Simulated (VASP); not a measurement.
Wanted: the native input for a VASP 6.6.1 run.

| Item | Value |
| --- | --- |
| Task | single point |
| Functional | PBEsol |
| Potentials or basis | VASP PAW PBE potentials, release 64 (Ge_d) |
| Cutoff | 520 eV |
| k mesh | 6 × 6 × 4 |
| Occupations | gaussian, width 0.1 eV |
| Spin | no spin polarisation |
| Dipole correction | no |
| Further INCAR settings | ALGO = Normal; EDIFF = 1e-06; NBANDS = 21 |

The structure of Ge lies in POSCAR:

```
Ge
1.0
    3.1879826776      0.0000000000      0.0000000000
   -1.5939913388      2.7608739856      0.0000000000
    0.0000000000      0.0000000000      5.0460344964
Ge
2
Direct
    0.3333333333      0.6666666667      0.2500000000
    0.6666666667      0.3333333333      0.7500000000
```

This cell differs from its parent crystal: Pb replaced by Ge, lengths x 0.893, strained.

The input as run:

INCAR

```
PREC = Accurate ; ENCUT = 520
EDIFF = 1E-6 ; ISMEAR = 0
SIGMA = 0.1 ; LREAL = False
LASPH = True ; NELM = 80
ALGO = Normal ; ISIF = 2
LWAVE = False ; LCHARG = False
GGA = PS ; NBANDS = 21
```

KPOINTS

```
regular mesh
0
Gamma
  6 6 4
```

Potentials or basis: VASP PAW PBE potentials, release 64 (Ge_d).

The run is started by

```sh
$ cat potpaw_PBE.64/Ge_d/POTCAR > POTCAR
$ mpirun -np 1 vasp_std > vasp.out
```

It gave:

```json
{"Pressure": "-9.7 GPa", "Band gap on the k mesh": "zero (band 14 reaches 10.48 eV, above the bottom of band 15 at 3.00 eV)"}
```

Caveat: the k points lie up to 0.38 Å⁻¹ apart; the cell differs from its parent crystal (Pb replaced by Ge, lengths x 0.893, strained); the PAW data sets were made with another functional, which shifts forces and pressure a little.

It took 16 s on 1 thread of Intel Xeon 8259CL, on a shared host, peak memory 0.16 GiB.
